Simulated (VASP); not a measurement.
# Zn (P6_3/mmc) in VASP: further runs

Runs on Zn. Level: PBEsol. Tasks: single point.

Everything below comes from runs of VASP 6.6.1. Logs are shortened: lines on timing, memory, paths and dates and some standing lists are left out, and cuts for length are marked.

## Step 1: The cell of the first run

It takes space group P6_3/mmc (No. 194, hexagonal). Conventional cell: a = 2.632 Å, b = 2.632 Å, c = 4.905 Å, α = 90.00°, β = 90.00°, γ = 120.00°. Within 3.5 Å of Zn (site symmetry -6m2) lie 12 Zn at 2.63 to 2.89 Å.

## Step 2: Single point, PBEsol (14.71 Å³/atom)

INCAR reads:

```
PREC = Accurate
ENCUT = 520
EDIFF = 1E-7
ISMEAR = -1
SIGMA = 0.03
LREAL = F
LASPH = T
NELM = 80
ALGO = Normal
ISIF = 2
LWAVE = F
LCHARG = F
GGA = PS
NBANDS = 19
```

KPOINTS reads:

```
regular mesh
0
Gamma
  18 18 9
```

POSCAR reads:

```
Zn
1.0
    2.6316739470      0.0000000000      0.0000000000
   -1.3158369735      2.2790964926      0.0000000000
    0.0000000000      0.0000000000      4.9054345501
Zn
2
Direct
    0.3333333333      0.6666666667      0.2500000000
    0.6666666667      0.3333333333      0.7500000000
```

Potentials or basis: VASP PAW PBE potentials, release 64 (Zn).

The run is started by

```sh
> cat potpaw_PBE.64/Zn/POTCAR > POTCAR
> mpirun -np 1 vasp_std > vasp.out
```

OUTCAR:

```text
PREC = Accurate
   ENCUT = 520
   EDIFF = 1E-7
   ISMEAR = -1
   LREAL = F
   LASPH = T
   NELM = 80
   ISIF = 2
   GGA = PS

 ion  position               nearest neighbor table
   1  0.333  0.667  0.250-   2 2.89   2 2.89   2 2.89   2 2.89   2 2.89   2 2.89
   2  0.667  0.333  0.750-   1 2.89   1 2.89   1 2.89   1 2.89   1 2.89   1 2.89

  LATTYP: Found a hexagonal cell.
 ALAT       =     2.6316739470
 C/A-ratio  =     1.8639978390

  Lattice vectors:

 A1 = (   2.6316739470,   0.0000000000,   0.0000000000)
 A2 = (  -1.3158369735,   2.2790964926,   0.0000000000)
 A3 = (   0.0000000000,   0.0000000000,   4.9054345501)

Analysis of symmetry for initial positions (statically):
=====================================================================
 Subroutine PRICEL returns:
 Original cell was already a primitive cell.

 Routine SETGRP: Setting up the symmetry group for a
 hexagonal supercell.

 Subroutine GETGRP returns: Found 24 space group operations
 (whereof 12 operations were pure point group operations)
 out of a pool of 24 trial point group operations.

The static configuration has the point symmetry D_3d.
 The point group associated with its full space group is D_6h.

Analysis of symmetry for dynamics (positions and initial velocities):
=====================================================================
 Subroutine PRICEL returns:
 Original cell was already a primitive cell.

 Routine SETGRP: Setting up the symmetry group for a
 hexagonal supercell.

 Subroutine GETGRP returns: Found 24 space group operations
 (whereof 12 operations were pure point group operations)
 out of a pool of 24 trial point group operations.

The dynamic configuration has the point symmetry D_3d.
 The point group associated with its full space group is D_6h.

 Subroutine INISYM returns: Found 24 space group operations
 (whereof 12 operations are pure point group operations),
 and found     1 'primitive' translations

----------------------------------------------------------------------------------------

                                     Primitive cell

  volume of cell :      29.4220

  direct lattice vectors                    reciprocal lattice vectors
     2.631673947  0.000000000  0.000000000     0.379986283  0.219385183  0.000000000
    -1.315836973  2.279096493  0.000000000     0.000000000  0.438770365  0.000000000
     0.000000000  0.000000000  4.905434550     0.000000000  0.000000000  0.203855538

  length of vectors
     2.631673947  2.631673947  4.905434550     0.438770365  0.438770365  0.203855538

  position of ions in fractional coordinates (direct lattice)
     0.333333333  0.666666667  0.250000000
     0.666666667  0.333333333  0.750000000

  ion indices of the primitive-cell ions
   primitive index   ion index
                 1           1
                 2           2

----------------------------------------------------------------------------------------

 KPOINTS: regular mesh

Automatic generation of k-mesh.
 Grid dimensions read from file:
 generate k-points for:   18   18    9

 Generating k-lattice:

  Cartesian coordinates                     Fractional coordinates (reciprocal lattice)
     0.021110349  0.012188066  0.000000000     0.055555556  0.000000000  0.000000000
     0.000000000  0.024376131  0.000000000     0.000000000  0.055555556  0.000000000
     0.000000000  0.000000000  0.022650615     0.000000000  0.000000000  0.111111111

  Length of vectors
     0.024376131  0.024376131  0.022650615

  Shift w.r.t. Gamma in fractional coordinates (k-lattice)
     0.000000000  0.000000000  0.000000000

 Subroutine IBZKPT returns following result:
 ===========================================

 Found    185 irreducible k-points:

 Following reciprocal coordinates:
            Coordinates               Weight
  0.000000  0.000000  0.000000      1.000000
  0.055556  0.000000  0.000000      6.000000
  0.111111  0.000000  0.000000      6.000000
  0.166667  0.000000  0.000000      6.000000
  0.222222  0.000000  0.000000      6.000000
  0.277778  0.000000  0.000000      6.000000
[... 16 lines left out ...]
  0.333333  0.111111  0.000000     12.000000
  0.388889  0.111111  0.000000     12.000000
 [... further k-points ...]
   k-points           NKPTS =    185   k-points in BZ     NKDIM =    185   number of bands    NBANDS=     19
   number of dos      NEDOS =    301   number of ions     NIONS =      2
   total plane-waves  NPLWV =  14400
   dimension x,y,z NGX =    20 NGY =   20 NGZ =   36
   dimension x,y,z NGXF=    40 NGYF=   40 NGZF=   72
   ions per type =               2
   NGX,Y,Z   is equivalent  to a cutoff of  12.63, 12.63, 12.20 a.u.
   NGXF,Y,Z  is equivalent  to a cutoff of  25.27, 25.27, 24.40 a.u.
 SYSTEM =  unknown system
   PREC   = accura    normal or accurate (medium, high low for compatibility)
   ISTART =      0    job   : 0-new  1-cont  2-samecut
   ICHARG =      2    charge: 1-file 2-atom 10-const
   ISPIN  =      1    spin polarized calculation?
   LNONCOLLINEAR =      F non collinear calculations
   LSORBIT =      F    spin-orbit coupling
   LASPH  =      T    aspherical Exc in radial PAW
   ENCUT  =  520.0 eV  38.22 Ry    6.18 a.u.   4.89  4.89  9.12*2*pi/ulx,y,z
   NELM   =     80;   NELMIN=  2; NELMDL= -5     # of ELM steps
   EDIFF  = 0.1E-06   stopping-criterion for ELM
   LREAL  =      F    real-space projection
   EDIFFG = 0.1E-05   stopping-criterion for IOM
   NSW    =      0    number of steps for IOM
   IBRION =     -1    ionic relax: 0-MD 1-quasi-New 2-CG
   NFREE  =      0    steps in history (QN), initial steepest desc. (CG)
   ISIF   =      2    stress and relaxation
   ISYM   =      2    0-nonsym 1-usesym 2-fastsym
   POTIM  = 0.5000    time-step for ionic-motion
   TEBEG  =    0.0;   TEEND  =   0.0 temperature during run
   PSTRESS=    0.0 pullay stress
   NELECT =      24.0000    total number of electrons
   NUPDOWN=      -1.0000    fix difference up-down
   EMIN   =  10.00;   EMAX   =-10.00  energy-range for DOS
   EFERMI =   0.00;   METHOD = LEGACY
   ISMEAR =    -1;   SIGMA  =   0.03  broadening in eV -4-tet -1-fermi 0-gaus
   EFERMI_NEDOS =   21; number of points for ismear=-14 and -15
   IALGO  =     38    algorithm
   IMIX   =      4    mixing-type and parameters
     AMIX     =   0.40;   BMIX     =  1.00
     AMIX_MAG =   1.60;   BMIX_MAG =  1.00
  volume/ion in A,a.u.               =      14.71        99.27
  Fermi-wavevector in a.u.,A,eV,Ry     =   1.529635  2.890591 31.834684  2.339783
  Thomas-Fermi vector in A             =   2.637229
   LORBIT       =      0    0 simple, 1 ext, 2 COOP (PROOUT), +10 PAW based schemes
   GGA     = PS    functional components
   LHFCALC =     F    Hartree Fock is set to
   AEXX    =    0.0000 exact exchange contribution
   IVDW    =     0    specifies the selected vdW correction
   LEPSILON=     F    determine dielectric tensor
   LRPA    =     F    only Hartree local field effects (RPA)
 non-spin polarized calculation
  energy-cutoff  :      520.00
  volume of cell :       29.42
 maximum number of plane-waves:       813
 NGX is ok and might be reduce to    20
   NGX =  9   NGY =  9   NGZ = 19

 number of electron      24.0000019 magnetization

 Free energy of the ion-electron system (eV)
  ---------------------------------------------------
  ext. energy  EPLUGINS =         0.00000000
  ---------------------------------------------------
  free energy    TOTEN  =        -3.16485987 eV

  energy without entropy =       -3.16390125  energy(sigma->0) =       -3.16438056

 E-fermi :   3.3039     XC(G=0): -11.8759

 val. band max:        3.3015084363   @ k =   0.3333   0.3333   0.0000
 cond. band min:       3.3226818244   @ k =   0.1111   0.0000   0.2222
 fundamental gap:      0.0211733880
 Fermi energy:         3.3038807901

 k-point     1 :       0.0000    0.0000    0.0000
  band No.  band energies     occupation
      1      -7.5081      2.00000
      2      -5.5758      2.00000
      3      -4.8126      2.00000
      4      -4.5659      2.00000
      5      -4.5659      2.00000
      6      -4.5131      2.00000
[... 11 lines left out ...]
     18      22.7473      0.00000
     19      22.7537      0.00000

 k-point     2 :       0.0556    0.0000    0.0000
  band No.  band energies     occupation
      1      -7.4140      2.00000
      2      -5.5325      2.00000
      3      -4.8022      2.00000
      4      -4.5760      2.00000
      5      -4.5428      2.00000
      6      -4.5241      2.00000
[... 11 lines left out ...]
     18      21.7816      0.00000
     19      23.6596      0.00000

 k-point     3 :       0.1111    0.0000    0.0000
  band No.  band energies     occupation
      1      -7.1351      2.00000
      2      -5.4139      2.00000
      3      -4.7784      2.00000
      4      -4.5991      2.00000
      5      -4.5467      2.00000
      6      -4.4757      2.00000
[... 11 lines left out ...]
     18      21.0602      0.00000
     19      22.7836      0.00000

 k-point     4 :       0.1667    0.0000    0.0000
  band No.  band energies     occupation
      1      -6.6857      2.00000
      2      -5.2597      2.00000
      3      -4.7599      2.00000
      4      -4.6302      2.00000
      5      -4.5275      2.00000
      6      -4.4198      2.00000
[... 11 lines left out ...]
     18      19.8438      0.00000
     19      20.7403      0.00000

 k-point     5 :       0.2222    0.0000    0.0000
  band No.  band energies     occupation
      1      -6.1120      2.00000
      2      -5.1516      2.00000
      3      -4.7198      2.00000
      4      -4.6476      2.00000
      5      -4.6122      2.00000
      6      -4.4097      2.00000
[... 11 lines left out ...]
     18      19.2371      0.00000
     19      19.3441      0.00000
[... 334 lines left out ...]
      2      -5.0431      2.00000
      3      -4.7971      2.00000
      4      -4.6985      2.00000
      5      -4.6313      2.00000
      6      -4.4634      2.00000
[... 11 lines left out ...]
     18      17.9515      0.00000
     19      18.9321      0.00000

 k-point    22 :       0.2778    0.1111    0.0000
  band No.  band energies     occupation
      1      -5.1688      2.00000
      2      -5.0932      2.00000
      3      -4.9134      2.00000
      4      -4.5488      2.00000
      5      -4.5121      2.00000
      6      -4.4809      2.00000
[... 11 lines left out ...]
     18      17.2898      0.00000
     19      18.4232      0.00000

 k-point    23 :       0.3333    0.1111    0.0000
  band No.  band energies     occupation
      1      -5.1995      2.00000
      2      -5.1196      2.00000
      3      -4.9964      2.00000
      4      -4.5464      2.00000
      5      -4.4656      2.00000
      6      -4.3918      2.00000
[... 11 lines left out ...]
     18      16.7965      0.00000
     19      18.0252      0.00000

 k-point    24 :       0.3889    0.1111    0.0000
  band No.  band energies     occupation
      1      -5.2405      2.00000
      2      -5.1438      2.00000
      3      -5.0456      2.00000
      4      -4.5656      2.00000
      5      -4.4305      2.00000
      6      -4.4123      2.00000
[... 11 lines left out ...]
     18      16.4920      0.00000
     19      17.7804      0.00000

 [... further k-points ...]

------------------------ aborting loop because EDIFF is reached ----------------------------------------

  FORCE on cell =-STRESS in cart. coord.  units (eV):
  Direction    XX          YY          ZZ          XY          YZ          ZX
  --------------------------------------------------------------------------------------
  -------------------------------------------------------------------------------------
  Total       -0.6519022     -0.6519022     -0.1204495     -0.0000000      0.0000000      0.0000000
  in kB      -35.4993806    -35.4993806     -6.5590863     -0.0000000      0.0000000      0.0000000
  external PRESSURE =     -25.8526158 kB  Pullay stress =       0.0000000 kB

 VOLUME and BASIS-vectors are now :
 -----------------------------------------------------------------------------
  energy-cutoff  :      520.00
  volume of cell :       29.42
      direct lattice vectors                 reciprocal lattice vectors
     2.631673947  0.000000000  0.000000000     0.379986283  0.219385183  0.000000000
    -1.315836973  2.279096493  0.000000000     0.000000000  0.438770365  0.000000000
     0.000000000  0.000000000  4.905434550     0.000000000  0.000000000  0.203855538

 POSITION                                       TOTAL-FORCE (eV/Angst)
 -----------------------------------------------------------------------------------
     -0.00000      1.51940      1.22636         0.000000     -0.000000      0.000000
      1.31584      0.75970      3.67908        -0.000000      0.000000      0.000000
 -----------------------------------------------------------------------------------
    total drift:                               -0.000000      0.000000      0.000000

  FREE ENERGIE OF THE ION-ELECTRON SYSTEM (eV)
  ---------------------------------------------------
  free  energy   TOTEN  =        -3.1648598676 eV

  energy  without entropy=       -3.1639012469  energy(sigma->0) =       -3.16438056
```

Run time: 1.9 min. Hardware: 1 thread of AMD EPYC 7R13, shared host; peak memory 0.17 GiB.

What came out:

| Item | Value |
| --- | --- |
| Free energy | -3.1649 eV |
| Pressure | -2.6 GPa |
| Band gap on the k mesh | zero (bands 12 and 13 overlap by 4.71 eV) |

Caveat: the PAW data sets were made with another functional, which shifts forces and pressure a little.

## Step 3: Single point, PBEsol (15.29 Å³/atom)

This run uses another cell than the first one, of 15.29 Å³/atom.

INCAR reads:

```
ALGO = Normal
EDIFF = 1E-7
ENCUT = 520
GGA = PS
ISIF = 2
ISMEAR = -1
LASPH = T
LCHARG = F
LREAL = F
LWAVE = F
NBANDS = 19
NELM = 60
PREC = Accurate
SIGMA = 0.03
```

KPOINTS reads:

```
k-points
0
Gamma
  18 18 9
```

POSCAR reads:

```
Zn
1.0
    2.6656347759      0.0000000000      0.0000000000
   -1.3328173879      2.3085074331      0.0000000000
    0.0000000000      0.0000000000      4.9687374617
Zn
2
Direct
    0.3333333333      0.6666666667      0.2500000000
    0.6666666667      0.3333333333      0.7500000000
```

Potentials or basis: VASP PAW PBE potentials, release 64 (Zn).

The run is started by

```sh
> cat potpaw_PBE.64/Zn/POTCAR > POTCAR
> mpirun -np 1 vasp_std > vasp.out
```

It took 2.5 min on 1 thread of AMD EPYC 7R13, shared host; peak memory 0.18 GiB.

The run converged. Its results:

- Free energy: -3.1360 eV
- Pressure: -5.3 GPa
- Band gap on the k mesh: zero (bands 12 and 13 overlap by 4.71 eV)

Stress tensor (GPa, compression positive):
```
-6.59  0.00  0.00
 0.00 -6.59  0.00
 0.00  0.00 -2.77
```

Levels at points of the mesh, in eV from the Fermi level:
```csv
k point,band 8,band 9,band 10,band 11,band 12,band 13,band 14,band 15,band 16,band 17
"(0.00, 0.00, 0.00)",-7.37,-7.37,-7.17,-7.17,-3.75,-3.20,13.31,16.96,17.30,17.30
"(0.50, 0.00, 0.00)",-7.18,-6.99,-6.97,-2.94,-2.26,2.45,3.41,3.91,5.57,10.02
```

Caveat: the cell stands under tension; the PAW data sets were made with another functional, which shifts forces and pressure a little.
